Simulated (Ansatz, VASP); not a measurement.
# Two plane-wave programs on Ti

```
Ti
1.0
    -1.66348    1.66348    1.59694
     1.66348   -1.66348    1.59694
     1.66348    1.66348   -1.59694
Ti
1
Cartesian
  0.0000 0.0000 0.0000
```

Alike in both runs: task single point; functional PBE; k mesh 22 × 22 × 22; occupations gaussian, width 0.15 eV; no spin polarisation.

|  | VASP | Ansatz |
| --- | --- | --- |
| version | VASP 6.6.1 | Ansatz 0.2.0 |
| potentials or method | VASP PAW PBE potentials, release 64 (Ti_sv), cutoff 520 eV | scalar-relativistic, plane waves, PAW |
| valence electrons in the cell | 12 | 12 |

|  | VASP | Ansatz | Ansatz less VASP |
| --- | --- | --- | --- |
| gap on the k mesh at the Fermi level (eV) | none | none | - |
| pressure (GPa) | -2.6 | -2.4 | +0.27 |
| traceless stress, the component that is largest in VASP (GPa) | -0.83 | -0.83 | +0.001 |

A gap of «none» marks a metal or a gap that the smearing closes.
